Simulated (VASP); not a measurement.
# WS2 in VASP: notebook

Runs on WS2. Level: r2SCAN+D4. Tasks: single point.

All numbers are computed with VASP 6.6.1; they aren't measurements. Logs are shortened: lines on timing, memory, paths and dates and some standing lists are left out, and cuts for length are marked.

## (1) The cell of the first run

The cell holds a slab with vacuum, 3 atoms: a = 3.184 Å, b = 3.184 Å, c = 16.951 Å, α = 90.00°, β = 90.00°, γ = 120.00°.

## (2) Single point, r2SCAN+D4

POSCAR

```
WS2
1.0
    3.1835160000      0.0000000000      0.0000000000
   -1.5917580000      2.7570057294      0.0000000000
    0.0000000000      0.0000000000     16.9505780000
W S
1 2
Direct
    0.3333330000      0.6666670000      0.0000000000
    0.6666670000      0.3333330000      0.9079990000
    0.6666670000      0.3333330000      0.0920010000
```

INCAR.step1

```
ALGO = Normal
EDIFF = 1E-4
ENCUT = 520
GGA = PE
ISMEAR = -1
LASPH = True
LCHARG = False
LREAL = False
LWAVE = True
NBANDS = 20
NELM = 60
PREC = Accurate
SIGMA = 0.1
```

INCAR.step2

```
ALGO = Normal
EDIFF = 1E-7
ENCUT = 520
ISIF = 2
ISMEAR = -1
ISTART = 1
IVDW = 13
LASPH = True
LCHARG = True
LELF = True
LMIXTAU = True
LREAL = False
LVHAR = True
LWAVE = False
METAGGA = R2SCAN
NBANDS = 20
NELM = 60
PREC = Accurate
SIGMA = 0.1
VDW_A1 = 0.51559235
VDW_A2 = 5.77342911
VDW_S6 = 1.0
VDW_S8 = 0.6018749
```

KPOINTS

```
k-points
0
Gamma
  3 3 1
```

Potentials or basis: VASP PAW PBE potentials, release 64 (W_sv, S).

Command:

```bash
$ cat potpaw_PBE.64/W_sv/POTCAR potpaw_PBE.64/S/POTCAR > POTCAR
$ cp INCAR.step1 INCAR
$ mpirun -np 1 vasp_std > vasp.out
$ cp INCAR.step2 INCAR
$ mpirun -np 1 vasp_std > vasp.out
```

OUTCAR:

```text
EDIFF = 1E-7
   ENCUT = 520
   ISIF = 2
   ISMEAR = -1
   ISTART = 1
   IVDW = 13
   LASPH = True
   LREAL = False
   METAGGA = R2SCAN
   NELM = 60
   PREC = Accurate

 ion  position               nearest neighbor table
   1  0.333  0.667  0.000-   2 2.41   3 2.41   2 2.41   3 2.41   2 2.41   3 2.41
   2  0.667  0.333  0.908-   1 2.41   1 2.41   1 2.41
   3  0.667  0.333  0.092-   1 2.41   1 2.41   1 2.41

  LATTYP: Found a hexagonal cell.
 ALAT       =     3.1835160000
 C/A-ratio  =     5.3244833700

  Lattice vectors:

 A1 = (   3.1835160000,   0.0000000000,   0.0000000000)
 A2 = (  -1.5917580000,   2.7570057294,   0.0000000000)
 A3 = (   0.0000000000,   0.0000000000,  16.9505780000)

Analysis of symmetry for initial positions (statically):
=====================================================================
 Subroutine PRICEL returns:
 Original cell was already a primitive cell.

 Routine SETGRP: Setting up the symmetry group for a
 hexagonal supercell.

 Subroutine GETGRP returns: Found 12 space group operations
 (whereof 12 operations were pure point group operations)
 out of a pool of 24 trial point group operations.

The static configuration has the point symmetry D_3h.

Analysis of symmetry for dynamics (positions and initial velocities):
=====================================================================
 Subroutine PRICEL returns:
 Original cell was already a primitive cell.

 Routine SETGRP: Setting up the symmetry group for a
 hexagonal supercell.

 Subroutine GETGRP returns: Found 12 space group operations
 (whereof 12 operations were pure point group operations)
 out of a pool of 24 trial point group operations.

The dynamic configuration has the point symmetry D_3h.

 Subroutine INISYM returns: Found 12 space group operations
 (whereof 12 operations are pure point group operations),
 and found     1 'primitive' translations

----------------------------------------------------------------------------------------

                                     Primitive cell

  volume of cell :     148.7747

  direct lattice vectors                    reciprocal lattice vectors
     3.183516000  0.000000000  0.000000000     0.314118101  0.181356170  0.000000000
    -1.591758000  2.757005729  0.000000000     0.000000000  0.362712340  0.000000000
     0.000000000  0.000000000 16.950578000     0.000000000  0.000000000  0.058995038

  length of vectors
     3.183516000  3.183516000 16.950578000     0.362712340  0.362712340  0.058995038

  position of ions in fractional coordinates (direct lattice)
     0.333333000  0.666667000  0.000000000
     0.666667000  0.333333000  0.907999000
     0.666667000  0.333333000  0.092001000

  ion indices of the primitive-cell ions
   primitive index   ion index
                 1           1
                 2           2
                 3           3

----------------------------------------------------------------------------------------

 KPOINTS: k-points

Automatic generation of k-mesh.
 Grid dimensions read from file:
 generate k-points for:    3    3    1

 Generating k-lattice:

  Cartesian coordinates                     Fractional coordinates (reciprocal lattice)
     0.104706034  0.060452057  0.000000000     0.333333333  0.000000000  0.000000000
     0.000000000  0.120904113  0.000000000     0.000000000  0.333333333  0.000000000
     0.000000000  0.000000000  0.058995038     0.000000000  0.000000000  1.000000000

  Length of vectors
     0.120904113  0.120904113  0.058995038

  Shift w.r.t. Gamma in fractional coordinates (k-lattice)
     0.000000000  0.000000000  0.000000000

 Subroutine IBZKPT returns following result:
 ===========================================

 Found      3 irreducible k-points:

 Following reciprocal coordinates:
            Coordinates               Weight
  0.000000  0.000000  0.000000      1.000000
  0.333333  0.000000  0.000000      6.000000
  0.333333  0.333333  0.000000      2.000000
   k-points           NKPTS =      3   k-points in BZ     NKDIM =      3   number of bands    NBANDS=     20
   number of dos      NEDOS =    301   number of ions     NIONS =      3
   total plane-waves  NPLWV =  72576
   dimension x,y,z NGX =    24 NGY =   24 NGZ =  126
   dimension x,y,z NGXF=    48 NGYF=   48 NGZF=  252
   ions per type =               1   2
   NGX,Y,Z   is equivalent  to a cutoff of  12.53, 12.53, 12.36 a.u.
   NGXF,Y,Z  is equivalent  to a cutoff of  25.07, 25.07, 24.72 a.u.
 SYSTEM =  unknown system
   PREC   = accura    normal or accurate (medium, high low for compatibility)
   ISTART =      1    job   : 0-new  1-cont  2-samecut
   ICHARG =      0    charge: 1-file 2-atom 10-const
   ISPIN  =      1    spin polarized calculation?
   LNONCOLLINEAR =      F non collinear calculations
   LSORBIT =      F    spin-orbit coupling
   LASPH  =      T    aspherical Exc in radial PAW
   ENCUT  =  520.0 eV  38.22 Ry    6.18 a.u.   5.92  5.92 31.52*2*pi/ulx,y,z
   NELM   =     60;   NELMIN=  2; NELMDL=  0     # of ELM steps
   EDIFF  = 0.1E-06   stopping-criterion for ELM
   LREAL  =      F    real-space projection
   EDIFFG = 0.1E-05   stopping-criterion for IOM
   NSW    =      0    number of steps for IOM
   IBRION =     -1    ionic relax: 0-MD 1-quasi-New 2-CG
   NFREE  =      0    steps in history (QN), initial steepest desc. (CG)
   ISIF   =      2    stress and relaxation
   ISYM   =      2    0-nonsym 1-usesym 2-fastsym
   POTIM  = 0.5000    time-step for ionic-motion
   TEBEG  =    0.0;   TEEND  =   0.0 temperature during run
   PSTRESS=    0.0 pullay stress
   NELECT =      26.0000    total number of electrons
   NUPDOWN=      -1.0000    fix difference up-down
   EMIN   =  10.00;   EMAX   =-10.00  energy-range for DOS
   EFERMI =   0.00;   METHOD = LEGACY
   ISMEAR =    -1;   SIGMA  =   0.10  broadening in eV -4-tet -1-fermi 0-gaus
   EFERMI_NEDOS =   21; number of points for ismear=-14 and -15
   IALGO  =     38    algorithm
   IMIX   =      4    mixing-type and parameters
     AMIX     =   0.40;   BMIX     =  1.00
     AMIX_MAG =   1.60;   BMIX_MAG =  1.00
  volume/ion in A,a.u.               =      49.59       334.66
  Fermi-wavevector in a.u.,A,eV,Ry     =   0.915285  1.729637 11.398228  0.837746
  Thomas-Fermi vector in A             =   2.040009
   LORBIT       =      0    0 simple, 1 ext, 2 COOP (PROOUT), +10 PAW based schemes
   METAGGA = R2SCAN    functional components
   LHFCALC =     F    Hartree Fock is set to
   AEXX    =    0.0000 exact exchange contribution
   IVDW    =    13    specifies the selected vdW correction
   LEPSILON=     F    determine dielectric tensor
   LRPA    =     F    only Hartree local field effects (RPA)
 non-spin polarized calculation
  energy-cutoff  :      520.00
  volume of cell :      148.77
 maximum number of plane-waves:      4014
 NGX is ok and might be reduce to    24
   NGX = 11   NGY = 11   NGZ = 63

 number of electron      25.9999999 magnetization

 Free energy of the ion-electron system (eV)
  ---------------------------------------------------
  ext. energy  EPLUGINS =         0.00000000
  ---------------------------------------------------
  free energy    TOTEN  =       -70.01765241 eV

  energy without entropy =      -70.01757602  energy(sigma->0) =      -70.01761421

 E-fermi :  -0.3795     XC(G=0):  -4.6073

 val. band max:       -1.3551501544   @ k =   0.3333   0.3333   0.0000
 cond. band min:       0.5629699057   @ k =   0.3333   0.3333   0.0000
 fundamental gap:      1.9181200601
 Fermi energy:        -0.3794660088

 k-point     1 :       0.0000    0.0000    0.0000
  band No.  band energies     occupation
      1     -77.2799      2.00000
      2     -40.9332      2.00000
      3     -40.6938      2.00000
      4     -40.6938      2.00000
      5     -16.8908      2.00000
      6     -15.1747      2.00000
[... 12 lines left out ...]
     19       4.6561      0.00000
     20       4.7388      0.00000

 k-point     2 :       0.3333    0.0000    0.0000
  band No.  band energies     occupation
      1     -77.2657      2.00000
      2     -40.9616      2.00000
      3     -40.8828      2.00000
      4     -40.7566      2.00000
      5     -15.3707      2.00000
      6     -14.6438      2.00000
[... 12 lines left out ...]
     19       6.4346      0.00000
     20       6.4942      0.00000

 k-point     3 :       0.3333    0.3333    0.0000
  band No.  band energies     occupation
      1     -77.2585      2.00000
      2     -40.9591      2.00000
      3     -40.9236      2.00000
      4     -40.8575      2.00000
      5     -14.3810      2.00000
      6     -14.2657      2.00000
[... 12 lines left out ...]
     19       6.0680      0.00000
     20       8.5556      0.00000

------------------------ aborting loop because EDIFF is reached ----------------------------------------

  DFT-D4 for vdW energy calculation

  Edisp (eV):   -0.31463

  FORCE on cell =-STRESS in cart. coord.  units (eV):
  Direction    XX          YY          ZZ          XY          YZ          ZX
  --------------------------------------------------------------------------------------
  -------------------------------------------------------------------------------------
  Total      -0.17430    -0.17430    -0.61646     0.00000     0.00000     0.00000
  in kB      -1.87704    -1.87704    -6.63872     0.00000     0.00000     0.00000
  external pressure =       -3.46 kB  Pullay stress =        0.00 kB

 VOLUME and BASIS-vectors are now :
 -----------------------------------------------------------------------------
  energy-cutoff  :      520.00
  volume of cell :      148.77
      direct lattice vectors                 reciprocal lattice vectors
     3.183516000  0.000000000  0.000000000     0.314118101  0.181356170  0.000000000
    -1.591758000  2.757005729  0.000000000     0.000000000  0.362712340  0.000000000
     0.000000000  0.000000000 16.950578000     0.000000000  0.000000000  0.058995038

 POSITION                                       TOTAL-FORCE (eV/Angst)
 -----------------------------------------------------------------------------------
     -0.00000      1.83800      0.00000         0.000000     -0.000000      0.000000
      1.59176      0.91900     15.39111        -0.000000      0.000000      0.190857
      1.59176      0.91900      1.55947        -0.000000      0.000000     -0.190857
 -----------------------------------------------------------------------------------
    total drift:                                0.000182     -0.000105      0.000000

  FREE ENERGIE OF THE ION-ELECTRON SYSTEM (eV)
  ---------------------------------------------------
  free  energy   TOTEN  =       -70.3322842046 eV

  energy  without entropy=      -70.3322078183  energy(sigma->0) =      -70.33224601
```

It took 2.3 min on 1 thread of AMD EPYC 7R43 (Zen 3), shared host; peak memory 0.24 GiB.

What came out:

| Item | Value |
| --- | --- |
| Free energy | -70.3323 eV |
| Largest force | 0.191 eV/Å |
| Band gap on the k mesh | 1.92 eV, direct |
| Dispersion energy per atom | -0.105 eV |

Forces in eV/Å, atoms in the order of the input:
```
W    0.000  0.000  0.000
S    0.000  0.000  0.191
S    0.000  0.000 -0.191
```

Caveat: the k points lie up to 0.76 Å⁻¹ apart; the PAW data sets were made with another functional, which shifts forces and pressure a little; spin-orbit coupling is left out, which moves the levels of the heavy elements.

## (3) Single point, r2SCAN+D4

POSCAR is that of step 2.

INCAR.step1

```
  PREC = Accurate
  ENCUT = 520
  ISMEAR = -1
  SIGMA = 0.1
  LREAL = F
  LASPH = T
  NELM = 60
  NBANDS = 20
  GGA = PE
  ALGO = Normal
  EDIFF = 1E-4
  LWAVE = T
  LCHARG = F
```

INCAR.step2

```
  PREC = Accurate
  ENCUT = 520
  EDIFF = 1E-7
  ISMEAR = -1
  SIGMA = 0.1
  LREAL = F
  LASPH = T
  NELM = 60
  ALGO = Normal
  ISIF = 2
  LWAVE = F
  LCHARG = F
  METAGGA = R2SCAN
  LMIXTAU = T
  IVDW = 13
  VDW_S6 = 1.0
  VDW_S8 = 0.6018749
  VDW_A1 = 0.51559235
  VDW_A2 = 5.77342911
  NBANDS = 20
  ISTART = 1
```

KPOINTS

```
regular mesh
0
Gamma
  4 4 1
```

Potentials or basis: VASP PAW PBE potentials, release 64 (W_sv, S).

Command:

```bash
$ cat potpaw_PBE.64/W_sv/POTCAR potpaw_PBE.64/S/POTCAR > POTCAR
$ cp INCAR.step1 INCAR
$ mpirun -np 1 vasp_std > vasp.out
$ cp INCAR.step2 INCAR
$ mpirun -np 1 vasp_std > vasp.out
```

Wall time 2.4 min (1 thread of AMD EPYC 7R43 (Zen 3), shared host); peak memory 0.23 GiB.

It converged, with:

```
Free energy                : -70.4090 eV
Largest force              : 0.089 eV/Å
Band gap on the k mesh     : 2.52 eV, indirect (least direct gap 3.06 eV)
Dispersion energy per atom : -0.105 eV
```

Forces on the atoms (eV/Å):
```
W    0.000  0.000  0.000
S    0.000  0.000  0.089
S    0.000  0.000 -0.089
```

Levels at points of the mesh, in eV from the valence-band top:
```tsv
k point	band 9	band 10	band 11	band 12	band 13	band 14	band 15	band 16	band 17	band 18
(0.00, 0.00, 0.00)	-3.07	-2.23	-1.79	-1.79	0.00	3.06	3.06	3.22	3.22	5.56
(0.50, 0.00, 0.00)	-4.65	-3.64	-2.28	-1.44	-0.98	3.00	3.46	4.40	4.99	5.53
```

Caveat: the k points lie up to 0.57 Å⁻¹ apart; the PAW data sets were made with another functional, which shifts forces and pressure a little; spin-orbit coupling is left out, which moves the levels of the heavy elements.

## (4) Single point, r2SCAN+D4

POSCAR is that of step 3.

INCAR.step1

```
SYSTEM = WS2
ALGO = Normal
EDIFF = 1E-4
ENCUT = 520
GGA = PE
ISMEAR = -1
LASPH = .TRUE.
LCHARG = .FALSE.
LREAL = .FALSE.
LWAVE = .TRUE.
NBANDS = 20
NELM = 100
PREC = Accurate
SIGMA = 0.1
```

INCAR.step2

```
SYSTEM = WS2
ALGO = Normal
EDIFF = 1E-7
ENCUT = 520
ISIF = 2
ISMEAR = -1
ISTART = 1
IVDW = 13
LASPH = .TRUE.
LCHARG = .TRUE.
LELF = .TRUE.
LMIXTAU = .TRUE.
LREAL = .FALSE.
LVHAR = .TRUE.
LWAVE = .FALSE.
METAGGA = R2SCAN
NBANDS = 20
NELM = 100
PREC = Accurate
SIGMA = 0.1
VDW_A1 = 0.51559235
VDW_A2 = 5.77342911
VDW_S6 = 1.0
VDW_S8 = 0.6018749
```

KPOINTS

```
k-points
0
G
  5 5 1
  0 0 0
```

Potentials or basis: VASP PAW PBE potentials, release 64 (W_sv, S).

Command:

```bash
$ cat potpaw_PBE.64/W_sv/POTCAR potpaw_PBE.64/S/POTCAR > POTCAR
$ cp INCAR.step1 INCAR
$ mpirun -np 1 vasp_std > vasp.out
$ cp INCAR.step2 INCAR
$ mpirun -np 1 vasp_std > vasp.out
```

OUTCAR:

```text
SYSTEM = WS2
   EDIFF = 1E-7
   ENCUT = 520
   ISIF = 2
   ISMEAR = -1
   ISTART = 1
   IVDW = 13
   LASPH = .TRUE.
   LREAL = .FALSE.
   METAGGA = R2SCAN
   NELM = 100
   PREC = Accurate

 ion  position               nearest neighbor table
   1  0.333  0.667  0.000-   2 2.41   3 2.41   2 2.41   3 2.41   2 2.41   3 2.41
   2  0.667  0.333  0.908-   1 2.41   1 2.41   1 2.41
   3  0.667  0.333  0.092-   1 2.41   1 2.41   1 2.41

  LATTYP: Found a hexagonal cell.
 ALAT       =     3.1835160000
 C/A-ratio  =     5.3244833700

  Lattice vectors:

 A1 = (   3.1835160000,   0.0000000000,   0.0000000000)
 A2 = (  -1.5917580000,   2.7570057294,   0.0000000000)
 A3 = (   0.0000000000,   0.0000000000,  16.9505780000)

Analysis of symmetry for initial positions (statically):
=====================================================================
 Subroutine PRICEL returns:
 Original cell was already a primitive cell.

 Routine SETGRP: Setting up the symmetry group for a
 hexagonal supercell.

 Subroutine GETGRP returns: Found 12 space group operations
 (whereof 12 operations were pure point group operations)
 out of a pool of 24 trial point group operations.

The static configuration has the point symmetry D_3h.

[... 141 lines left out ...]

 E-fermi :  -0.3221     XC(G=0):  -4.5909

 val. band max:       -1.3835129423   @ k =   0.0000   0.0000   0.0000
 cond. band min:       0.9400923552   @ k =   0.2000   0.2000   0.0000
 fundamental gap:      2.3236052975
 Fermi energy:        -0.3221220388

 k-point     1 :       0.0000    0.0000    0.0000
  band No.  band energies     occupation
      1     -77.3653      2.00000
      2     -40.9497      2.00000
      3     -40.7992      2.00000
      4     -40.7992      2.00000
      5     -16.8743      2.00000
      6     -15.1385      2.00000
[... 104 lines left out ...]
     19       7.3780      0.00000
     20       8.4622      0.00000

------------------------ aborting loop because EDIFF is reached ----------------------------------------

  DFT-D4 for vdW energy calculation

  Edisp (eV):   -0.31463

  FORCE on cell =-STRESS in cart. coord.  units (eV):
  Direction    XX          YY          ZZ          XY          YZ          ZX
  --------------------------------------------------------------------------------------
  -------------------------------------------------------------------------------------
  Total      -0.32587    -0.32587    -0.13263     0.00000     0.00000     0.00000
  in kB      -3.50930    -3.50930    -1.42834     0.00000     0.00000     0.00000
  external pressure =       -2.82 kB  Pullay stress =        0.00 kB

 VOLUME and BASIS-vectors are now :
 -----------------------------------------------------------------------------
  energy-cutoff  :      520.00
  volume of cell :      148.77
      direct lattice vectors                 reciprocal lattice vectors
     3.183516000  0.000000000  0.000000000     0.314118101  0.181356170  0.000000000
    -1.591758000  2.757005729  0.000000000     0.000000000  0.362712340  0.000000000
     0.000000000  0.000000000 16.950578000     0.000000000  0.000000000  0.058995038

 POSITION                                       TOTAL-FORCE (eV/Angst)
 -----------------------------------------------------------------------------------
     -0.00000      1.83800      0.00000        -0.000000      0.000000      0.000000
      1.59176      0.91900     15.39111         0.000000     -0.000000      0.035674
      1.59176      0.91900      1.55947         0.000000     -0.000000     -0.035674
 -----------------------------------------------------------------------------------
    total drift:                                0.000183     -0.000106      0.000000

  FREE ENERGIE OF THE ION-ELECTRON SYSTEM (eV)
  ---------------------------------------------------
  free  energy   TOTEN  =       -70.3553143736 eV

  energy  without entropy=      -70.3553084144  energy(sigma->0) =      -70.35531139
```

OUTCAR.step1:

```text
SYSTEM = WS2
   EDIFF = 1E-4
   ENCUT = 520
   GGA = PE
   ISMEAR = -1
   LASPH = .TRUE.
   LREAL = .FALSE.
   NELM = 100
[... 316 lines left out ...]
     -0.00000      1.83800      0.00000        -0.000000      0.000000      0.000000
      1.59176      0.91900     15.39111         0.000000     -0.000000     -0.255424
      1.59176      0.91900      1.55947         0.000000     -0.000000      0.255424
 -----------------------------------------------------------------------------------
    total drift:                                0.000144     -0.000083      0.000000

  FREE ENERGIE OF THE ION-ELECTRON SYSTEM (eV)
  ---------------------------------------------------
  free  energy   TOTEN  =       -23.6707167805 eV

  energy  without entropy=      -23.6707051354  energy(sigma->0) =      -23.67071096
```

Wall time 2.9 min (1 thread of AMD EPYC 7R43 (Zen 3), shared host); peak memory 0.24 GiB.

What came out:

```yaml
Free_energy: -70.3553 eV
Largest_force: 0.036 eV/Å
Band_gap_on_the_k_mesh: 2.32 eV, indirect (least direct gap 2.85 eV)
Dispersion_energy_per_atom: -0.105 eV
```

Forces on the atoms (eV/Å):
```
W    0.000  0.000  0.000
S    0.000  0.000  0.036
S    0.000  0.000 -0.036
```

Caveat: the k points lie up to 0.46 Å⁻¹ apart; the PAW data sets were made with another functional, which shifts forces and pressure a little; spin-orbit coupling is left out, which moves the levels of the heavy elements.

(Continued in part 2 of 2.)
